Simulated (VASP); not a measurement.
# Ag (Fm-3m) in VASP: a series of runs, part 2 of 2

VASP 6.6.1. Earlier steps stand in the parts before.

### 3 Single point, PBEsol-based screened hybrid

POSCAR

```
Ag
1.0
    0.0000000000      2.0427500000      2.0427500000
    2.0427500000      0.0000000000      2.0427500000
    2.0427500000      2.0427500000      0.0000000000
Ag
1
Direct
    0.0000000000      0.0000000000      0.0000000000
```

INCAR.step1

```
SYSTEM = Ag
  PREC = Accurate
  ENCUT = 520
  EDIFF = 1E-5
  ISMEAR = -1
  SIGMA = 0.05
  LREAL = .False.
  LASPH = .True.
  NELM = 100
  ALGO = Normal
  ISIF = 2
  LWAVE = .True.
  LCHARG = .False.
  GGA = PE
  NBANDS = 12
```

INCAR.step2

```
SYSTEM = Ag
  PREC = Accurate
  ENCUT = 520
  EDIFF = 1E-7
  ISMEAR = -1
  SIGMA = 0.05
  LREAL = .False.
  LASPH = .True.
  NELM = 100
  ALGO = Normal
  ISIF = 2
  LWAVE = .False.
  LCHARG = .False.
  GGA = PS
  LHFCALC = .True.
  AEXX = 0.25
  HFSCREEN = 0.207
  PRECFOCK = Normal
  ISTART = 1
  NBANDS = 12
```

KPOINTS

```
regular mesh
0
Gamma
  6 6 6
  0 0 0
```

Potentials or basis: VASP PAW PBE potentials, release 64 (Ag).

Launch:

```sh
cat potpaw_PBE.64/Ag/POTCAR > POTCAR
cp INCAR.step1 INCAR
mpirun -np 1 vasp_std > vasp.out
cp INCAR.step2 INCAR
mpirun -np 1 vasp_std > vasp.out
```

OUTCAR:

```text
SYSTEM = Ag
   PREC = Accurate
   ENCUT = 520
   EDIFF = 1E-7
   ISMEAR = -1
   LREAL = .False.
   LASPH = .True.
   NELM = 100
   ISIF = 2
   GGA = PS
   LHFCALC = .True.
   AEXX = 0.25
   HFSCREEN = 0.207
   PRECFOCK = Normal
   ISTART = 1

 ion  position               nearest neighbor table
   1  0.000  0.000  0.000-

  LATTYP: Found a face centered cubic cell.
 ALAT       =     4.0855000000

  Lattice vectors:

 A1 = (   0.0000000000,   2.0427500000,   2.0427500000)
 A2 = (   2.0427500000,   0.0000000000,   2.0427500000)
 A3 = (   2.0427500000,   2.0427500000,   0.0000000000)

Analysis of symmetry for initial positions (statically):
=====================================================================
 Subroutine PRICEL returns:
 Original cell was already a primitive cell.

 Routine SETGRP: Setting up the symmetry group for a
 face centered cubic supercell.

 Subroutine GETGRP returns: Found 48 space group operations
 (whereof 48 operations were pure point group operations)
 out of a pool of 48 trial point group operations.

The static configuration has the point symmetry O_h .

Analysis of symmetry for dynamics (positions and initial velocities):
=====================================================================
 Subroutine PRICEL returns:
 Original cell was already a primitive cell.

 Routine SETGRP: Setting up the symmetry group for a
 face centered cubic supercell.

 Subroutine GETGRP returns: Found 48 space group operations
 (whereof 48 operations were pure point group operations)
 out of a pool of 48 trial point group operations.

The dynamic configuration has the point symmetry O_h .

 Subroutine INISYM returns: Found 48 space group operations
 (whereof 48 operations are pure point group operations),
[... 113 lines left out ...]
   ENCUT4O =  -1.0   cutoff for four orbital integrals eV
   NKREDX  =     1    reduce k-point grid by
   NKREDY  =     1    reduce k-point grid by
   NKREDZ  =     1    reduce k-point grid by
   AEXX    =    0.2500 exact exchange contribution
   HFSCREEN=    0.2070 screening length (either q_TF or 0.3 A-1)
   HFSCREENC=   0.2070 screening length for correlation (either q_TF or 0.3 A-1)
   ENCUTFOCK=  -1.0 apply spherical cutoff to Coloumb kernel
   IVDW    =     0    specifies the selected vdW correction
   LEPSILON=     F    determine dielectric tensor
   LRPA    =     F    only Hartree local field effects (RPA)
 non-spin polarized calculation
  energy-cutoff  :      520.00
  volume of cell :       17.05
 maximum number of plane-waves:       471
 NGX is ok and might be reduce to    24
  NGX = 18; NGY = 18; NGZ = 18

 number of electron      10.9999999 magnetization

 Free energy of the ion-electron system (eV)
  ---------------------------------------------------
  ext. energy  EPLUGINS =         0.00000000
  ---------------------------------------------------
  free energy    TOTEN  =        -3.19615689 eV

  energy without entropy =       -3.18853260  energy(sigma->0) =       -3.19234475

 E-fermi :   7.8287     XC(G=0): -10.0977

 val. band max:        7.8017735028   @ k =   0.5000   0.3333   0.1667
 cond. band min:       8.7158966443   @ k =   0.5000   0.1667   0.0000
 fundamental gap:      0.9141231415
 Fermi energy:         7.8286729235

 k-point     1 :       0.0000    0.0000    0.0000
  band No.  band energies     occupation
      1      -0.5947      2.00000
      2       2.0180      2.00000
      3       2.0180      2.00000
      4       2.0180      2.00000
      5       3.1009      2.00000
      6       3.1009      2.00000
      7      25.1092      0.00000
      8      28.8677      0.00000
      9      28.8677      0.00000
     10      28.8677      0.00000
     11      33.5656      0.00000
     12      35.0230      0.00000
[... 211 lines left out ...]
 k-point    16 :      -0.3333    0.5000    0.1667
  band No.  band energies     occupation
      1       0.8484      2.00000
      2       1.0396      2.00000
      3       2.7573      2.00000
      4       3.4038      2.00000
      5       4.2708      2.00000
      6      12.5444      0.00000
      7      15.8764      0.00000
      8      16.9048      0.00000
      9      17.6168      0.00000
     10      29.4231      0.00000
     11      31.3223      0.00000
     12      35.2009      0.00000

------------------------ aborting loop because EDIFF is reached ----------------------------------------

  FORCE on cell =-STRESS in cart. coord.  units (eV):
  Direction    XX          YY          ZZ          XY          YZ          ZX
  --------------------------------------------------------------------------------------
  -------------------------------------------------------------------------------------
  Total       -0.0275993     -0.0275993     -0.0275993     -0.0000000     -0.0000000      0.0000000
  in kB       -2.5937751     -2.5937751     -2.5937751     -0.0000000     -0.0000000      0.0000000
  external PRESSURE =      -2.5937751 kB  Pullay stress =       0.0000000 kB

 VOLUME and BASIS-vectors are now :
 -----------------------------------------------------------------------------
  energy-cutoff  :      520.00
  volume of cell :       17.05
      direct lattice vectors                 reciprocal lattice vectors
     0.000000000  2.042750000  2.042750000    -0.244768082  0.244768082  0.244768082
     2.042750000  0.000000000  2.042750000     0.244768082 -0.244768082  0.244768082
     2.042750000  2.042750000  0.000000000     0.244768082  0.244768082 -0.244768082

 POSITION                                       TOTAL-FORCE (eV/Angst)
 -----------------------------------------------------------------------------------
      0.00000      0.00000      0.00000        -0.000000      0.000000     -0.000000
 -----------------------------------------------------------------------------------
    total drift:                               -0.000009     -0.000014     -0.000015

  FREE ENERGIE OF THE ION-ELECTRON SYSTEM (eV)
  ---------------------------------------------------
  free  energy   TOTEN  =        -3.1961568928 eV

  energy  without entropy=       -3.1885325986  energy(sigma->0) =       -3.19234475
```

OUTCAR.step1:

```text
SYSTEM = Ag
   PREC = Accurate
   ENCUT = 520
   EDIFF = 1E-5
   ISMEAR = -1
   LREAL = .False.
[... 447 lines left out ...]
 -----------------------------------------------------------------------------------
      0.00000      0.00000      0.00000         0.000000      0.000000      0.000000
 -----------------------------------------------------------------------------------
    total drift:                               -0.000000      0.000000     -0.000000

  FREE ENERGIE OF THE ION-ELECTRON SYSTEM (eV)
  ---------------------------------------------------
  free  energy   TOTEN  =        -2.6406654249 eV

  energy  without entropy=       -2.6331477138  energy(sigma->0) =       -2.63690657
```

OSZICAR.step1:

```text
N       E                     dE             d eps       ncg     rms          rms(c)
DAV:   1     0.508641836742E+02    0.50864E+02   -0.55426E+03   384   0.837E+02
DAV:   2    -0.212886460375E+01   -0.52993E+02   -0.49746E+02   444   0.193E+02
DAV:   3    -0.289318093143E+01   -0.76432E+00   -0.76398E+00   444   0.246E+01
DAV:   4    -0.289535594234E+01   -0.21750E-02   -0.21749E-02   460   0.136E+00
DAV:   5    -0.289537221791E+01   -0.16276E-04   -0.16276E-04   452   0.111E-01    0.535E+00
DAV:   6    -0.265226113368E+01    0.24311E+00   -0.93558E-01   416   0.864E+00    0.345E+00
DAV:   7    -0.264360347073E+01    0.86577E-02   -0.11177E-02   456   0.985E-01    0.193E+00
DAV:   8    -0.264065931881E+01    0.29442E-02   -0.69115E-04   416   0.195E-01    0.985E-02
DAV:   9    -0.264066542489E+01   -0.61061E-05   -0.76709E-06   384   0.206E-02
   1 F= -.26406654E+01 E0= -.26369066E+01  d E =-.751771E-02
```

It took 12 min on 1 thread of Intel Xeon Platinum 8488C (Sapphire Rapids), shared host; peak memory 0.25 GiB.

Results:

| Property | Result |
| --- | --- |
| Free energy | -3.1962 eV |
| Pressure | -0.3 GPa |

Caveat: the k points lie up to 0.44 Å⁻¹ apart; the PAW data sets were made with another functional, which shifts forces and pressure a little.

### 4 Single point, PBEsol

INCAR

```
ALGO = Normal
EDIFF = 1E-6
ENCUT = 520
GGA = PS
ISIF = 2
ISMEAR = -1
LASPH = True
LCHARG = False
LREAL = False
LWAVE = False
NBANDS = 12
NELM = 60
PREC = Accurate
SIGMA = 0.05
```

KPOINTS

```
k-points
0
Gamma
  6 6 6
```

POSCAR is that of step 3.

Potentials or basis: VASP PAW PBE potentials, release 64 (Ag).

Launch:

```sh
cat potpaw_PBE.64/Ag/POTCAR > POTCAR
mpirun -np 1 vasp_std > vasp.out
```

OUTCAR:

```text
EDIFF = 1E-6
   ENCUT = 520
   GGA = PS
   ISIF = 2
   ISMEAR = -1
   LASPH = True
   LREAL = False
   NELM = 60
   PREC = Accurate

 ion  position               nearest neighbor table
   1  0.000  0.000  0.000-

  LATTYP: Found a face centered cubic cell.
 ALAT       =     4.0855000000

  Lattice vectors:

 A1 = (   0.0000000000,   2.0427500000,   2.0427500000)
 A2 = (   2.0427500000,   0.0000000000,   2.0427500000)
 A3 = (   2.0427500000,   2.0427500000,   0.0000000000)
[... 407 lines left out ...]
     10      28.3238      0.00000
     11      30.0808      0.00000
     12      33.9651      0.00000

------------------------ aborting loop because EDIFF is reached ----------------------------------------

  FORCE on cell =-STRESS in cart. coord.  units (eV):
  Direction    XX          YY          ZZ          XY          YZ          ZX
  --------------------------------------------------------------------------------------
  -------------------------------------------------------------------------------------
  Total       -0.2153342     -0.2153342     -0.2153342      0.0000000      0.0000000      0.0000000
  in kB      -20.2370881    -20.2370881    -20.2370881      0.0000000      0.0000000      0.0000000
  external PRESSURE =     -20.2370881 kB  Pullay stress =       0.0000000 kB

 VOLUME and BASIS-vectors are now :
 -----------------------------------------------------------------------------
  energy-cutoff  :      520.00
  volume of cell :       17.05
      direct lattice vectors                 reciprocal lattice vectors
     0.000000000  2.042750000  2.042750000    -0.244768082  0.244768082  0.244768082
     2.042750000  0.000000000  2.042750000     0.244768082 -0.244768082  0.244768082
     2.042750000  2.042750000  0.000000000     0.244768082  0.244768082 -0.244768082

 POSITION                                       TOTAL-FORCE (eV/Angst)
 -----------------------------------------------------------------------------------
      0.00000      0.00000      0.00000         0.000000     -0.000000      0.000000
 -----------------------------------------------------------------------------------
    total drift:                               -0.000000      0.000000     -0.000000

  FREE ENERGIE OF THE ION-ELECTRON SYSTEM (eV)
  ---------------------------------------------------
  free  energy   TOTEN  =        -3.2392755191 eV

  energy  without entropy=       -3.2318007901  energy(sigma->0) =       -3.23553815
```

OSZICAR:

```text
N       E                     dE             d eps       ncg     rms          rms(c)
DAV:   1     0.500456984067E+02    0.50046E+02   -0.55287E+03   384   0.837E+02
DAV:   2    -0.282132770619E+01   -0.52867E+02   -0.49681E+02   444   0.193E+02
DAV:   3    -0.358633583995E+01   -0.76501E+00   -0.76466E+00   444   0.246E+01
DAV:   4    -0.358843830865E+01   -0.21025E-02   -0.21024E-02   460   0.133E+00
DAV:   5    -0.358845341945E+01   -0.15111E-04   -0.15111E-04   452   0.108E-01    0.566E+00
DAV:   6    -0.325334933457E+01    0.33510E+00   -0.13505E+00   396   0.103E+01    0.339E+00
DAV:   7    -0.324326002247E+01    0.10089E-01   -0.11255E-02   444   0.976E-01    0.193E+00
DAV:   8    -0.323926651013E+01    0.39935E-02   -0.73944E-04   420   0.190E-01    0.104E-01
DAV:   9    -0.323927409158E+01   -0.75815E-05   -0.95987E-06   444   0.216E-02    0.220E-02
DAV:  10    -0.323927574294E+01   -0.16514E-05   -0.24422E-06   424   0.128E-02    0.453E-03
DAV:  11    -0.323927551913E+01    0.22381E-06   -0.73269E-08   232   0.221E-03
   1 F= -.32392755E+01 E0= -.32355382E+01  d E =-.747473E-02
```

stdout:

```text
POSCAR found type information on POSCAR Ag
 POSCAR found :  1 types and       1 ions
 scaLAPACK will be used
 -----------------------------------------------------------------------------
|                                                                             |
|                                                                             |
|     You enforced a specific xc type in the INCAR file but a different       |
|     I HOPE YOU KNOW WHAT YOU ARE DOING!                                     |
|                                                                             |
 -----------------------------------------------------------------------------

 LDA part: xc-table for (Slater+PW92), standard interpolation
 POSCAR, INCAR and KPOINTS ok, starting setup
 FFT: planning ... GRIDC
 FFT: planning ... GRID_SOFT
 FFT: planning ... GRID
 WAVECAR not read
 entering main loop
```

Run time: 4.6 s. Hardware: 1 thread of Intel Xeon Platinum 8488C (Sapphire Rapids), shared host; peak memory 0.14 GiB.

Results:

| Item | Value |
| --- | --- |
| Free energy | -3.2393 eV |
| Pressure | -2.0 GPa |

Caveat: the k points lie up to 0.44 Å⁻¹ apart; the PAW data sets were made with another functional, which shifts forces and pressure a little.

### 5 Summary

```csv
task,level,cell,k mesh,cutoff (eV),grid for exact exchange (PRECFOCK),share of exact exchange,screening parameter,gap on the mesh (eV),pressure (GPa)
relaxation of cell and atoms,PBE,relaxed to 30 GPa,11 × 11 × 11,600,-,-,-,none,30.1
single point,PBEsol-based screened hybrid,as given,6 × 6 × 6,520,Normal,0.25,0.207 1/Å,none,-0.3
single point,PBEsol,as given,6 × 6 × 6,520,-,-,-,none,-2.0
```

Alike in all rows: potentials or basis VASP PAW PBE potentials, release 64 (Ag); no spin polarisation; smearing fermi-dirac 0.05 eV.

Caveats: some runs use coarse meshes; the PAW data sets were made with another functional, which shifts forces and pressure a little (some runs); the cell is relaxed towards a set pressure, so the enthalpy falls and the energy may rise (some runs).

Total energies depend on the potentials used, so only differences within one code and one set of settings carry meaning.
